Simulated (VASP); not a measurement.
# Al2GaAs3 (P1) in VASP: relaxation of cell and atoms with PBE

Aim: the relaxation of cell and atoms of Al2GaAs3 with PBE.

Program: VASP 6.6.1. These are calculated values, not measurements. Logs are shortened: lines on timing, memory, paths and dates and some standing lists are left out, and cuts for length are marked.

**1. The cell of the first run**

The typed cell holds 12 atoms: a = 3.994 Å, b = 6.889 Å, c = 9.949 Å, α = 90.58°, β = 91.86°, γ = 89.69°.

**2. Relaxation of cell and atoms, PBE**

Contents of INCAR:

```
SYSTEM = Al2GaAs3
  PREC = Accurate
  ENCUT = 600
  EDIFF = 1E-6
  ISMEAR = 0
  SIGMA = 0.1
  LREAL = .False.
  LASPH = .True.
  NELM = 80
  ALGO = Normal
  ISIF = 3
  LWAVE = .False.
  LCHARG = .False.
  GGA = PE
  IBRION = 2
  NSW = 80
  EDIFFG = -0.025
```

Contents of KPOINTS:

```
regular mesh
0
Gamma
  4 2 2
  0 0 0
```

Contents of POSCAR:

```
Al2GaAs3
1.0
    3.9931059042      0.0106309333     -0.0653834383
    0.0184133167      6.8892382672     -0.0353829798
   -0.1602321855     -0.0500628741      9.9480496719
Al Ga As
4 2 6
Direct
   -0.0215205445      0.3274627649      0.6767336595
    0.4843304109      0.8444717954      0.6826372104
    0.5174283186      0.1251629922      0.3115600556
    0.0042872516      0.6501518308      0.3653637111
    0.4843894664      0.5085075447      0.9922992089
    1.0124490398      0.9836798907      1.0194202890
   -0.0162968266      0.0082784700      0.7532442213
    0.5339662476      0.4786789112      0.7359489985
   -0.0220249750      0.3411543970      0.3959593603
    0.4890437079      0.8679838322      0.4113812748
    0.5129048245      0.1698178669      0.0767789201
    0.0210430787      0.6946497041      0.0786730904
```

Potentials or basis: VASP PAW PBE potentials, release 64 (Al, Ga_d, As).

Command:

```console
> cat potpaw_PBE.64/Al/POTCAR potpaw_PBE.64/Ga_d/POTCAR potpaw_PBE.64/As/POTCAR > POTCAR
> mpirun -np 1 vasp_std > vasp.out
```

OUTCAR:

```text
SYSTEM = Al2GaAs3
   PREC = Accurate
   ENCUT = 600
   EDIFF = 1E-6
   ISMEAR = 0
   LREAL = .False.
   LASPH = .True.
   NELM = 80
   ISIF = 3
   GGA = PE
   IBRION = 2
   NSW = 80
   EDIFFG = -0.025

 ion  position               nearest neighbor table
   1  0.978  0.327  0.677-   8 2.15   7 2.33   8 2.51   9 2.80
   2  0.484  0.844  0.683-   7 2.38   7 2.41   8 2.59  10 2.71
   3  0.517  0.125  0.312-  10 2.05  11 2.36   9 2.49   9 2.76
   4  0.004  0.650  0.365-   9 2.16  10 2.48  10 2.59  12 2.87
   5  0.484  0.509  0.992-  12 2.42  11 2.49   8 2.57  12 2.62
   6  0.012  0.984  0.019-  12 2.08  11 2.43  11 2.45   7 2.65
   7  0.984  0.008  0.753-   1 2.33   2 2.38   2 2.41   6 2.65
   8  0.534  0.479  0.736-   1 2.15   1 2.51   5 2.57   2 2.59
   9  0.978  0.341  0.396-   4 2.16   3 2.49   3 2.76   1 2.80
  10  0.489  0.868  0.411-   3 2.05   4 2.48   4 2.59   2 2.71
  11  0.513  0.170  0.077-   3 2.36   6 2.43   6 2.45   5 2.49
  12  0.021  0.695  0.079-   6 2.08   5 2.42   5 2.62   4 2.87

  LATTYP: Found a triclinic cell.
 ALAT       =    10.5999796088
 B/A-ratio  =     1.1471298983
 C/A-ratio  =     1.7544968934
 COS(alpha) =     0.0021486811
 COS(beta)  =     0.6387341227
 COS(gamma) =     0.7622861362

  Lattice vectors:

 A1 = (  -3.8328737187,   0.0394319408,  -9.8826662336)
 A2 = (   0.1786455022,   6.9393011413,  -9.9834326517)
 A3 = (  -7.8628062563, -13.7496755269,  -9.7465168357)

Analysis of symmetry for initial positions (statically):
=====================================================================
 Subroutine PRICEL returns:
 Original cell was already a primitive cell.

 Routine SETGRP: Setting up the symmetry group for a
 triclinic supercell.

 Subroutine GETGRP returns: Found  1 space group operations
 (whereof  1 operations were pure point group operations)
 out of a pool of  2 trial point group operations.

The static configuration has the point symmetry C_1 .

Analysis of symmetry for dynamics (positions and initial velocities):
=====================================================================
 Subroutine PRICEL returns:
 Original cell was already a primitive cell.

 Routine SETGRP: Setting up the symmetry group for a
 triclinic supercell.

 Subroutine GETGRP returns: Found  1 space group operations
 (whereof  1 operations were pure point group operations)
 out of a pool of  2 trial point group operations.

The dynamic configuration has the point symmetry C_1 .

 Subroutine INISYM returns: Found  1 space group operations
 (whereof  1 operations are pure point group operations),
 and found     1 'primitive' translations

----------------------------------------------------------------------------------------

                                     Primitive cell

  volume of cell :     273.5844

  direct lattice vectors                    reciprocal lattice vectors
     3.993105904  0.010630933 -0.065383438     0.250499364 -0.000648820  0.004031502
     0.018413317  6.889238267 -0.035382980    -0.000374597  0.145158651  0.000724467
    -0.160232186 -0.050062874  9.948049672     0.001645072  0.000512032  0.100551290

  length of vectors
     3.993655315  6.889353737  9.949465962     0.250532644  0.145160942  0.100566050

  position of ions in fractional coordinates (direct lattice)
     0.978479456  0.327462765  0.676733660
     0.484330411  0.844471795  0.682637210
     0.517428319  0.125162992  0.311560056
     0.004287252  0.650151831  0.365363711
     0.484389466  0.508507545  0.992299209
     0.012449040  0.983679891  0.019420289
     0.983703173  0.008278470  0.753244221
     0.533966248  0.478678911  0.735948998
     0.977975025  0.341154397  0.395959360
     0.489043708  0.867983832  0.411381275
     0.512904824  0.169817867  0.076778920
     0.021043079  0.694649704  0.078673090

  ion indices of the primitive-cell ions
   primitive index   ion index
                 1           1
                 2           2
                 3           3
                 4           4
                 5           5
                 6           6
                 7           7
                 8           8
                 9           9
                10          10
                11          11
                12          12

----------------------------------------------------------------------------------------

 KPOINTS: regular mesh

Automatic generation of k-mesh.
 Grid dimensions read from file:
 generate k-points for:    4    2    2

 Generating k-lattice:

  Cartesian coordinates                     Fractional coordinates (reciprocal lattice)
     0.062624841 -0.000162205  0.001007875     0.250000000 -0.000000000 -0.000000000
    -0.000187298  0.072579325  0.000362234     0.000000000  0.500000000  0.000000000
     0.000822536  0.000256016  0.050275645     0.000000000  0.000000000  0.500000000

  Length of vectors
     0.062633161  0.072580471  0.050283025

  Shift w.r.t. Gamma in fractional coordinates (k-lattice)
     0.000000000  0.000000000  0.000000000

 Subroutine IBZKPT returns following result:
 ===========================================

 Found     12 irreducible k-points:

 Following reciprocal coordinates:
            Coordinates               Weight
  0.000000  0.000000  0.000000      1.000000
  0.250000 -0.000000  0.000000      2.000000
  0.500000 -0.000000  0.000000      1.000000
 -0.000000  0.500000  0.000000      1.000000
  0.250000  0.500000  0.000000      2.000000
  0.500000  0.500000  0.000000      1.000000
  0.000000 -0.000000  0.500000      1.000000
  0.250000 -0.000000  0.500000      2.000000
  0.500000 -0.000000  0.500000      1.000000
 -0.000000  0.500000  0.500000      1.000000
  0.250000  0.500000  0.500000      2.000000
  0.500000  0.500000  0.500000      1.000000
   k-points           NKPTS =     12   k-points in BZ     NKDIM =     12   number of bands    NBANDS=     41
   number of dos      NEDOS =    301   number of ions     NIONS =     12
   total plane-waves  NPLWV = 143360
   dimension x,y,z NGX =    32 NGY =   56 NGZ =   80
   dimension x,y,z NGXF=    64 NGYF=  112 NGZF=  160
   ions per type =               4   2   6
   NGX,Y,Z   is equivalent  to a cutoff of  13.32, 13.51, 13.37 a.u.
   NGXF,Y,Z  is equivalent  to a cutoff of  26.64, 27.03, 26.73 a.u.
 SYSTEM =  Al2GaAs3
   PREC   = accura    normal or accurate (medium, high low for compatibility)
   ISTART =      0    job   : 0-new  1-cont  2-samecut
   ICHARG =      2    charge: 1-file 2-atom 10-const
   ISPIN  =      1    spin polarized calculation?
   LNONCOLLINEAR =      F non collinear calculations
   LSORBIT =      F    spin-orbit coupling
   LASPH  =      T    aspherical Exc in radial PAW
   ENCUT  =  600.0 eV  44.10 Ry    6.64 a.u.   7.98 13.76 19.87*2*pi/ulx,y,z
   NELM   =     80;   NELMIN=  2; NELMDL= -5     # of ELM steps
   EDIFF  = 0.1E-05   stopping-criterion for ELM
   LREAL  =      F    real-space projection
   EDIFFG = -.3E-01   stopping-criterion for IOM
   NSW    =     80    number of steps for IOM
   IBRION =      2    ionic relax: 0-MD 1-quasi-New 2-CG
   NFREE  =      1    steps in history (QN), initial steepest desc. (CG)
   ISIF   =      3    stress and relaxation
   ISYM   =      2    0-nonsym 1-usesym 2-fastsym
   POTIM  = 0.5000    time-step for ionic-motion
   TEBEG  =    0.0;   TEEND  =   0.0 temperature during run
   PSTRESS=    0.0 pullay stress
   NELECT =      68.0000    total number of electrons
   NUPDOWN=      -1.0000    fix difference up-down
   EMIN   =  10.00;   EMAX   =-10.00  energy-range for DOS
   EFERMI =   0.00;   METHOD = LEGACY
   ISMEAR =     0;   SIGMA  =   0.10  broadening in eV -4-tet -1-fermi 0-gaus
   EFERMI_NEDOS =   21; number of points for ismear=-14 and -15
   IALGO  =     38    algorithm
   IMIX   =      4    mixing-type and parameters
     AMIX     =   0.40;   BMIX     =  1.00
     AMIX_MAG =   1.60;   BMIX_MAG =  1.00
  volume/ion in A,a.u.               =      22.80       153.85
  Fermi-wavevector in a.u.,A,eV,Ry     =   1.029313  1.945119 14.415166  1.059485
  Thomas-Fermi vector in A             =   2.163354
   LORBIT       =      0    0 simple, 1 ext, 2 COOP (PROOUT), +10 PAW based schemes
   GGA     = PE    functional components
   LHFCALC =     F    Hartree Fock is set to
   AEXX    =    0.0000 exact exchange contribution
   IVDW    =     0    specifies the selected vdW correction
   LEPSILON=     F    determine dielectric tensor
   LRPA    =     F    only Hartree local field effects (RPA)
 conjugate gradient relaxation of ions
 non-spin polarized calculation
 Gauss-broadening in eV      SIGMA  =   0.10
  energy-cutoff  :      600.00
  volume of cell :      273.58
 maximum number of plane-waves:      9160
 NGX is ok and might be reduce to    32
   NGX = 15   NGY = 27   NGZ = 39

--------------------------------------- Ionic step        1  -------------------------------------------

 number of electron      67.9999989 magnetization

 Free energy of the ion-electron system (eV)
  ---------------------------------------------------
  ext. energy  EPLUGINS =         0.00000000
  ---------------------------------------------------
  free energy    TOTEN  =       -49.54743258 eV

  energy without entropy =      -49.54735450  energy(sigma->0) =      -49.54739354

 E-fermi :   4.4694     XC(G=0):  -9.1935

 val. band max:        4.2562100717   @ k =   0.0000   0.0000   0.0000
 cond. band min:       4.6824418873   @ k =   0.5000   0.5000   0.0000
 fundamental gap:      0.4262318156
 Fermi energy:         4.4694495989

 k-point     1 :       0.0000    0.0000    0.0000
  band No.  band energies     occupation
      1     -11.1608      2.00000
      2     -10.9402      2.00000
      3     -10.8990      2.00000
      4     -10.8569      2.00000
      5     -10.8314      2.00000
      6     -10.7771      2.00000
[... 648 lines left out ...]
  FREE ENERGIE OF THE ION-ELECTRON SYSTEM (eV)
  ---------------------------------------------------
  free  energy   TOTEN  =       -52.8025054938 eV

  energy  without entropy=      -52.8008833443  energy(sigma->0) =      -52.80169442

[... ionic steps 4 to 18 ...]

--------------------------------------- Ionic step       19  -------------------------------------------

 number of electron      68.0000002 magnetization

------------------------ aborting loop because EDIFF is reached ----------------------------------------

  FORCE on cell =-STRESS in cart. coord.  units (eV):
  Direction    XX          YY          ZZ          XY          YZ          ZX
  --------------------------------------------------------------------------------------
  -------------------------------------------------------------------------------------
  Total       -0.0864452     -0.1252182     -0.0370947     -0.0048764      0.0265605      0.0259811
  in kB       -0.4887056     -0.7079033     -0.2097096     -0.0275681      0.1501561      0.1468805
  external PRESSURE =      -0.4687728 kB  Pullay stress =       0.0000000 kB
[... 77 lines left out ...]
  energy  without entropy=      -53.8732485278  energy(sigma->0) =      -53.87324853

--------------------------------------- Ionic step       21  -------------------------------------------

 number of electron      68.0000004 magnetization

 Free energy of the ion-electron system (eV)
  ---------------------------------------------------
  ext. energy  EPLUGINS =         0.00000000
  ---------------------------------------------------
  free energy    TOTEN  =       -53.87370001 eV

  energy without entropy =      -53.87370001  energy(sigma->0) =      -53.87370001

 E-fermi :   4.0566     XC(G=0):  -9.0505

 val. band max:        3.6068325076   @ k =   0.0000   0.0000   0.0000
 cond. band min:       4.5121456573   @ k =   0.0000   0.0000   0.0000
 fundamental gap:      0.9053131497
 Fermi energy:         4.0565906047

 k-point     1 :       0.0000    0.0000    0.0000
  band No.  band energies     occupation
      1     -10.9759      2.00000
      2     -10.9557      2.00000
      3     -10.9167      2.00000
      4     -10.9111      2.00000
      5     -10.9095      2.00000
      6     -10.8916      2.00000
[... 556 lines left out ...]
  FREE ENERGIE OF THE ION-ELECTRON SYSTEM (eV)
  ---------------------------------------------------
  free  energy   TOTEN  =       -53.8737000117 eV

  energy  without entropy=      -53.8737000117  energy(sigma->0) =      -53.87370001

 reached required accuracy - stopping structural energy minimisation
```

Wall time 44 min (1 thread of Intel Xeon Platinum 8259CL at 2.50GHz (Skylake/Cascade Lake), shared host); peak memory 0.49 GiB.

What came out:

* Free energy: -53.8737 eV
* Relaxed volume: 23.60 Å³/atom
* Relaxed cell: a = 4.080 Å, b = 7.000 Å, c = 9.917 Å, α = 90.30°, β = 90.01°, γ = 89.98°
* Space group after relaxing (to 0.05 Å): Cm (No. 8)
* Energy gained by relaxing: 360.5 meV/atom
* Ionic steps: 21
* Pressure after relaxing: 0.0 GPa
* Largest force after relaxing: 0.024 eV/Å
* Band gap on the k mesh: 0.91 eV, direct

Forces in eV/Å, atoms in the order of the input:
```
Al   0.002  0.010 -0.021
Al   0.010  0.003  0.012
Al  -0.009  0.005  0.007
Al   0.003  0.012  0.002
Ga  -0.002 -0.018  0.013
Ga  -0.009 -0.006  0.007
As   0.013 -0.001 -0.021
As  -0.001 -0.001 -0.004
As   0.009  0.010 -0.010
As   0.006  0.001  0.001
As  -0.013 -0.002 -0.005
As  -0.010 -0.012  0.018
```

The path:
```
step  energy change (eV)  largest force (eV/Å)  pressure (GPa)  volume (Å³)
   1              0.0000                7.3368            7.17       273.58
   2             -2.3063                2.3403           -3.34       314.99
   3             -3.2551                2.0478           -1.67       295.13
   4             -3.2567                2.0382           -1.59       294.69
   5             -3.9772                1.0014           -1.12       288.59
   6             -4.0765                0.6831           -0.50       285.46
   7             -4.1863                0.5228            0.30       281.65
   8             -4.1952                0.5614            0.64       280.23
   9             -4.2403                0.2883            0.01       283.01
  10             -4.2486                0.3277           -0.39       284.85
  11             -4.2816                0.2325           -0.13       283.80
  12             -4.2982                0.2493            0.23       282.34
  13             -4.3182                0.1776            0.01       283.31
  14             -4.3182                0.1799           -0.02       283.34
  15             -4.3242                0.0700           -0.03       283.44
  16             -4.3242                0.0704           -0.03       283.44
  17             -4.3253                0.0353            0.03       283.17
  18             -4.3253                0.0374            0.04       283.13
  19             -4.3258                0.0269           -0.05       283.40
  20             -4.3258                0.0296           -0.05       283.46
  21             -4.3263                0.0243            0.03       283.21
```

Final structure:
```
Al Ga As
1.0
     4.07963    0.00072    0.00101
     0.00062    7.00007   -0.01602
    -0.00485   -0.02933    9.91719
Al Ga As
4 2 6
Direct
  0.99903 0.33246 0.66749
  0.49721 0.83308 0.66636
  0.50005 0.16622 0.33383
  0.99897 0.66544 0.33381
  0.50197 0.50192 0.99926
  0.00292 0.00157 0.99995
  0.99741 0.99894 0.74925
  0.49910 0.49952 0.74866
  0.99968 0.33196 0.41701
  0.49881 0.83228 0.41605
  0.50288 0.16848 0.08425
  0.00198 0.66812 0.08407
```

Caveat: the k points lie up to 0.45 Å⁻¹ apart in the final cell. A k mesh can miss the band edges.
